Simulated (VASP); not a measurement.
# SiGe (P6_3mc) in VASP: single point with PBEsol

Aim: the single point of SiGe with PBEsol.

Everything below comes from runs of VASP 6.6.1. Logs are shortened: lines on timing, memory, paths and dates and some standing lists are left out, and cuts for length are marked.

## Step 1: The cell of the first run

The structure is hexagonal, space group P6_3mc (No. 186). The conventional cell has a = 3.904 Å, b = 3.904 Å, c = 6.451 Å, α = 90.00°, β = 90.00°, γ = 120.00°. Si (site symmetry 3m) has 4 Ge at 2.40 to 2.41 Å within 3.2 Å. Ge (site symmetry 3m) has 4 Si at 2.40 to 2.41 Å within 3.2 Å.

## Step 2: Single point, PBEsol

Input file INCAR:

```
SYSTEM = SiGe
PREC = Accurate
ENCUT = 520
EDIFF = 1E-6
ISMEAR = 0
SIGMA = 0.03
LREAL = .False.
LASPH = .True.
NELM = 100
ALGO = Normal
ISIF = 2
LWAVE = .False.
LCHARG = .False.
GGA = PS
NBANDS = 26
```

Input file KPOINTS:

```
Automatic mesh
0
Gamma
  12 12 6
  0 0 0
```

Input file POSCAR:

```
SiGe
1.0
    3.9044512986      0.0000000000      0.0000000000
   -1.9522256493      3.3813540124      0.0000000000
    0.0000000000      0.0000000000      6.4507830000
Si Ge
2 2
Direct
    0.6666666667      0.3333333333      0.8746070000
    0.3333333333      0.6666666667      0.3746070000
    0.6666666667      0.3333333333      0.5003920000
    0.3333333333      0.6666666667      0.0003920000
```

Potentials or basis: VASP PAW PBE potentials, release 64 (Si, Ge_d).

Launch:

```sh
> cat potpaw_PBE.64/Si/POTCAR potpaw_PBE.64/Ge_d/POTCAR > POTCAR
> mpirun -np 1 vasp_std > vasp.out
```

OUTCAR:

```text
SYSTEM = SiGe
   PREC = Accurate
   ENCUT = 520
   EDIFF = 1E-6
   ISMEAR = 0
   LREAL = .False.
   LASPH = .True.
   NELM = 100
   ISIF = 2
   GGA = PS

 ion  position               nearest neighbor table
   1  0.667  0.333  0.875-   4 2.40   4 2.40   4 2.40   3 2.41
   2  0.333  0.667  0.375-   3 2.40   3 2.40   3 2.40   4 2.41
   3  0.667  0.333  0.500-   2 2.40   2 2.40   2 2.40   1 2.41
   4  0.333  0.667  0.000-   1 2.40   1 2.40   1 2.40   2 2.41

  LATTYP: Found a hexagonal cell.
 ALAT       =     3.9044512986
 C/A-ratio  =     1.6521612146

  Lattice vectors:

 A1 = (   3.9044512986,   0.0000000000,   0.0000000000)
 A2 = (  -1.9522256493,   3.3813540124,   0.0000000000)
 A3 = (   0.0000000000,   0.0000000000,   6.4507830000)

Analysis of symmetry for initial positions (statically):
=====================================================================
 Subroutine PRICEL returns:
 Original cell was already a primitive cell.

 Routine SETGRP: Setting up the symmetry group for a
 hexagonal supercell.

 Subroutine GETGRP returns: Found 12 space group operations
 (whereof  6 operations were pure point group operations)
 out of a pool of 24 trial point group operations.

The static configuration has the point symmetry C_3v.
 The point group associated with its full space group is C_6v.

Analysis of symmetry for dynamics (positions and initial velocities):
=====================================================================
 Subroutine PRICEL returns:
 Original cell was already a primitive cell.

 Routine SETGRP: Setting up the symmetry group for a
 hexagonal supercell.

 Subroutine GETGRP returns: Found 12 space group operations
 (whereof  6 operations were pure point group operations)
 out of a pool of 24 trial point group operations.

The dynamic configuration has the point symmetry C_3v.
 The point group associated with its full space group is C_6v.

 Subroutine INISYM returns: Found 12 space group operations
 (whereof  6 operations are pure point group operations),
 and found     1 'primitive' translations

----------------------------------------------------------------------------------------

                                     Primitive cell

  volume of cell :      85.1654

  direct lattice vectors                    reciprocal lattice vectors
     3.904451299  0.000000000  0.000000000     0.256117934  0.147869758  0.000000000
    -1.952225649  3.381354012  0.000000000     0.000000000  0.295739516  0.000000000
     0.000000000  0.000000000  6.450783000     0.000000000  0.000000000  0.155019941

  length of vectors
     3.904451299  3.904451299  6.450783000     0.295739516  0.295739516  0.155019941

  position of ions in fractional coordinates (direct lattice)
     0.666666667  0.333333333  0.874607000
     0.333333333  0.666666667  0.374607000
     0.666666667  0.333333333  0.500392000
     0.333333333  0.666666667  0.000392000

  ion indices of the primitive-cell ions
   primitive index   ion index
                 1           1
                 2           2
                 3           3
                 4           4

----------------------------------------------------------------------------------------

 KPOINTS: Automatic mesh

Automatic generation of k-mesh.
 Grid dimensions read from file:
 generate k-points for:   12   12    6

 Generating k-lattice:

  Cartesian coordinates                     Fractional coordinates (reciprocal lattice)
     0.021343161  0.012322480  0.000000000     0.083333333  0.000000000  0.000000000
     0.000000000  0.024644960  0.000000000     0.000000000  0.083333333  0.000000000
     0.000000000  0.000000000  0.025836657     0.000000000  0.000000000  0.166666667

  Length of vectors
     0.024644960  0.024644960  0.025836657

  Shift w.r.t. Gamma in fractional coordinates (k-lattice)
     0.000000000  0.000000000  0.000000000

 Subroutine IBZKPT returns following result:
 ===========================================

 Found     76 irreducible k-points:

 Following reciprocal coordinates:
            Coordinates               Weight
  0.000000  0.000000  0.000000      1.000000
  0.083333 -0.000000  0.000000      6.000000
  0.166667 -0.000000  0.000000      6.000000
  0.250000 -0.000000  0.000000      6.000000
  0.333333 -0.000000  0.000000      6.000000
  0.416667 -0.000000  0.000000      6.000000
[... 16 lines left out ...]
  0.250000 -0.000000  0.166667     12.000000
  0.333333 -0.000000  0.166667     12.000000
 [... further k-points ...]
   k-points           NKPTS =     76   k-points in BZ     NKDIM =     76   number of bands    NBANDS=     26
   number of dos      NEDOS =    301   number of ions     NIONS =      4
   total plane-waves  NPLWV =  43200
   dimension x,y,z NGX =    30 NGY =   30 NGZ =   48
   dimension x,y,z NGXF=    60 NGYF=   60 NGZF=   96
   ions per type =               2   2
   NGX,Y,Z   is equivalent  to a cutoff of  12.77, 12.77, 12.37 a.u.
   NGXF,Y,Z  is equivalent  to a cutoff of  25.55, 25.55, 24.74 a.u.
 SYSTEM =  SiGe
   PREC   = accura    normal or accurate (medium, high low for compatibility)
   ISTART =      0    job   : 0-new  1-cont  2-samecut
   ICHARG =      2    charge: 1-file 2-atom 10-const
   ISPIN  =      1    spin polarized calculation?
   LNONCOLLINEAR =      F non collinear calculations
   LSORBIT =      F    spin-orbit coupling
   LASPH  =      T    aspherical Exc in radial PAW
   ENCUT  =  520.0 eV  38.22 Ry    6.18 a.u.   7.26  7.26 11.99*2*pi/ulx,y,z
   NELM   =    100;   NELMIN=  2; NELMDL= -5     # of ELM steps
   EDIFF  = 0.1E-05   stopping-criterion for ELM
   LREAL  =      F    real-space projection
   EDIFFG = 0.1E-04   stopping-criterion for IOM
   NSW    =      0    number of steps for IOM
   IBRION =     -1    ionic relax: 0-MD 1-quasi-New 2-CG
   NFREE  =      0    steps in history (QN), initial steepest desc. (CG)
   ISIF   =      2    stress and relaxation
   ISYM   =      2    0-nonsym 1-usesym 2-fastsym
   POTIM  = 0.5000    time-step for ionic-motion
   TEBEG  =    0.0;   TEEND  =   0.0 temperature during run
   PSTRESS=    0.0 pullay stress
   NELECT =      36.0000    total number of electrons
   NUPDOWN=      -1.0000    fix difference up-down
   EMIN   =  10.00;   EMAX   =-10.00  energy-range for DOS
   EFERMI =   0.00;   METHOD = LEGACY
   ISMEAR =     0;   SIGMA  =   0.03  broadening in eV -4-tet -1-fermi 0-gaus
   EFERMI_NEDOS =   21; number of points for ismear=-14 and -15
   IALGO  =     38    algorithm
   IMIX   =      4    mixing-type and parameters
     AMIX     =   0.40;   BMIX     =  1.00
     AMIX_MAG =   1.60;   BMIX_MAG =  1.00
  volume/ion in A,a.u.               =      21.29       143.68
  Fermi-wavevector in a.u.,A,eV,Ry     =   1.228631  2.321775 20.538443  1.509533
  Thomas-Fermi vector in A             =   2.363549
   LORBIT       =      0    0 simple, 1 ext, 2 COOP (PROOUT), +10 PAW based schemes
   GGA     = PS    functional components
   LHFCALC =     F    Hartree Fock is set to
   AEXX    =    0.0000 exact exchange contribution
   IVDW    =     0    specifies the selected vdW correction
   LEPSILON=     F    determine dielectric tensor
   LRPA    =     F    only Hartree local field effects (RPA)
 non-spin polarized calculation
 Gauss-broadening in eV      SIGMA  =   0.03
  energy-cutoff  :      520.00
  volume of cell :       85.17
 maximum number of plane-waves:      2316
 NGX is ok and might be reduce to    30
   NGX = 15   NGY = 15   NGZ = 23

 number of electron      35.9999968 magnetization

 Free energy of the ion-electron system (eV)
  ---------------------------------------------------
  ext. energy  EPLUGINS =         0.00000000
  ---------------------------------------------------
  free energy    TOTEN  =       -21.26106138 eV

  energy without entropy =      -21.26106138  energy(sigma->0) =      -21.26106138

 E-fermi :   5.7518     XC(G=0):  -9.8669

 val. band max:        5.5230062822   @ k =   0.0000   0.0000   0.0000
 cond. band min:       5.8777919022   @ k =   0.5000  -0.0000   0.0000
 fundamental gap:      0.3547856200
 Fermi energy:         5.7518329493

 k-point     1 :       0.0000    0.0000    0.0000
  band No.  band energies     occupation
      1     -18.9968      2.00000
      2     -18.9967      2.00000
      3     -18.9936      2.00000
      4     -18.9936      2.00000
      5     -18.9907      2.00000
      6     -18.9907      2.00000
[... 18 lines left out ...]
     25       9.7963      0.00000
     26      11.9535      0.00000

 k-point     2 :       0.0833   -0.0000    0.0000
  band No.  band energies     occupation
      1     -18.9969      2.00000
      2     -18.9964      2.00000
      3     -18.9937      2.00000
      4     -18.9932      2.00000
      5     -18.9905      2.00000
      6     -18.9903      2.00000
[... 18 lines left out ...]
     25      10.1093      0.00000
     26      11.4357      0.00000

 k-point     3 :       0.1667   -0.0000    0.0000
  band No.  band energies     occupation
      1     -18.9973      2.00000
      2     -18.9954      2.00000
      3     -18.9940      2.00000
      4     -18.9922      2.00000
      5     -18.9898      2.00000
      6     -18.9890      2.00000
[... 18 lines left out ...]
     25      10.6891      0.00000
     26      10.9252      0.00000

 k-point     4 :       0.2500   -0.0000    0.0000
  band No.  band energies     occupation
      1     -18.9983      2.00000
      2     -18.9948      2.00000
      3     -18.9937      2.00000
      4     -18.9910      2.00000
      5     -18.9884      2.00000
      6     -18.9874      2.00000
[... 18 lines left out ...]
     25      11.9931      0.00000
     26      12.0241      0.00000
[... 496 lines left out ...]
      1     -18.9973      2.00000
      2     -18.9959      2.00000
      3     -18.9934      2.00000
      4     -18.9920      2.00000
      5     -18.9900      2.00000
      6     -18.9893      2.00000
[... 18 lines left out ...]
     25      10.7098      0.00000
     26      11.1128      0.00000

 k-point    23 :       0.2500   -0.0000    0.1667
  band No.  band energies     occupation
      1     -18.9983      2.00000
      2     -18.9957      2.00000
      3     -18.9928      2.00000
      4     -18.9908      2.00000
      5     -18.9887      2.00000
      6     -18.9876      2.00000
[... 18 lines left out ...]
     25      11.7282      0.00000
     26      11.7870      0.00000

 k-point    24 :       0.3333   -0.0000    0.1667
  band No.  band energies     occupation
      1     -18.9993      2.00000
      2     -18.9961      2.00000
      3     -18.9917      2.00000
      4     -18.9897      2.00000
      5     -18.9872      2.00000
      6     -18.9861      2.00000
[... 18 lines left out ...]
     25      12.5162      0.00000
     26      12.9242      0.00000

 [... further k-points ...]
[... 5 lines left out ...]
  --------------------------------------------------------------------------------------
  -------------------------------------------------------------------------------------
  Total       -0.1312942     -0.1312942     -0.1682857      0.0000000      0.0000000      0.0000000
  in kB       -2.4699783     -2.4699783     -3.1658815      0.0000000      0.0000000      0.0000000
  external PRESSURE =      -2.7019460 kB  Pullay stress =       0.0000000 kB

 VOLUME and BASIS-vectors are now :
 -----------------------------------------------------------------------------
  energy-cutoff  :      520.00
  volume of cell :       85.17
      direct lattice vectors                 reciprocal lattice vectors
     3.904451299  0.000000000  0.000000000     0.256117934  0.147869758  0.000000000
    -1.952225649  3.381354012  0.000000000     0.000000000  0.295739516  0.000000000
     0.000000000  0.000000000  6.450783000     0.000000000  0.000000000  0.155019941

 POSITION                                       TOTAL-FORCE (eV/Angst)
 -----------------------------------------------------------------------------------
      1.95223      1.12712      5.64190        -0.000000     -0.000000     -0.010295
     -0.00000      2.25424      2.41651         0.000000      0.000000     -0.010295
      1.95223      1.12712      3.22792         0.000000      0.000000      0.010295
     -0.00000      2.25424      0.00253        -0.000000      0.000000      0.010295
 -----------------------------------------------------------------------------------
    total drift:                                0.000000      0.000000      0.000899

  FREE ENERGIE OF THE ION-ELECTRON SYSTEM (eV)
  ---------------------------------------------------
  free  energy   TOTEN  =       -21.2610613811 eV

  energy  without entropy=      -21.2610613811  energy(sigma->0) =      -21.26106138
```

It took 3.8 min on 1 thread of AMD EPYC 7R13 (Zen 3), shared host; peak memory 0.25 GiB.

What came out:

```yaml
Free_energy: -21.2611 eV
Pressure: -0.3 GPa
Largest_force: 0.010 eV/Å
Band_gap_on_the_k_mesh: 0.35 eV, indirect (least direct gap 0.40 eV)
```

Forces on the atoms (eV/Å):
```
Si   0.000  0.000 -0.010
Si   0.000  0.000 -0.010
Ge   0.000  0.000  0.010
Ge   0.000  0.000  0.010
```

Caveat: the PAW data sets were made with another functional, which shifts forces and pressure a little.
